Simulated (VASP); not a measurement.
A run of VASP 6.6.1 is set up as follows.

Contents of INCAR:

```
SYSTEM = Sn
PREC = Accurate
ENCUT = 600
EDIFF = 1E-6
ISMEAR = -1
SIGMA = 0.15
LREAL = .False.
LASPH = .True.
NELM = 100
ALGO = Fast
ISIF = 3
LWAVE = .False.
LCHARG = .False.
GGA = PS
IBRION = 2
NSW = 80
EDIFFG = -0.001
```

KPOINTS

```
Automatic mesh
0
Gamma
  14 14 14
  0 0 0
```

The input POSCAR:

```
Sn
1.0
   -2.9099000276      2.9099000276      1.5869856506
    2.9099000276     -2.9099000276      1.5869856506
    2.9099000276      2.9099000276     -1.5869856506
Sn
2
Direct
    0.7500000000      0.2500000000      0.5000000000
    0.0000000000      0.0000000000      0.0000000000
```

Potentials or basis: VASP PAW PBE potentials, release 64 (Sn_d).

Command:

```bash
$ cat potpaw_PBE.64/Sn_d/POTCAR > POTCAR
$ mpirun -np 1 vasp_std > vasp.out
```

Q: Estimate the band gap on the k mesh.

A: Zero (bands 14 and 15 overlap by 4.03 eV).

Q: What does it give for the relaxed cell?

A: a = 4.420 Å, b = 4.420 Å, c = 4.420 Å, α = 97.35°, β = 97.35°, γ = 138.08°.

Step by step:
| step | energy change (eV) | largest force (eV/Å) | pressure (GPa) | volume (Å³) |
| --- | --- | --- | --- | --- |
| 1 | 0.0000 | 0.0000 | 0.20 | 53.75 |
| 2 | -0.0002 | 0.0000 | -0.13 | 54.01 |
| 3 | -0.0002 | 0.0000 | -0.05 | 53.97 |
| 4 | -0.0002 | 0.0000 | -0.14 | 53.99 |
| 5 | -0.0002 | 0.0000 | -0.11 | 53.98 |
| 6 | -0.0003 | 0.0000 | -0.03 | 53.92 |
| 7 | -0.0004 | 0.0000 | 0.02 | 53.90 |
| 8 | -0.0004 | 0.0000 | -0.04 | 53.90 |
| 9 | -0.0003 | 0.0000 | 0.06 | 53.86 |
| 10 | -0.0004 | 0.0000 | -0.04 | 53.89 |
| 11 | -0.0004 | 0.0000 | -0.01 | 53.88 |
| 12 | -0.0004 | 0.0000 | 0.01 | 53.88 |
| 13 | -0.0004 | 0.0000 | -0.02 | 53.89 |
| 14 | -0.0004 | 0.0000 | -0.03 | 53.88 |
| 15 | -0.0004 | 0.0000 | -0.01 | 53.88 |
| 16 | -0.0004 | 0.0000 | 0.00 | 53.87 |
| 17 | -0.0004 | 0.0000 | 0.04 | 53.87 |
| 18 | -0.0004 | 0.0000 | -0.01 | 53.87 |
| 19 | -0.0004 | 0.0000 | -0.01 | 53.87 |
| 20 | -0.0004 | 0.0000 | 0.01 | 53.87 |
| 21 | -0.0004 | 0.0000 | 0.01 | 53.87 |
| 22 | -0.0004 | 0.0000 | 0.00 | 53.88 |

Caveat: the PAW data sets were made with another functional, which shifts forces and pressure a little; spin-orbit coupling is left out, which moves the levels of the heavy elements.
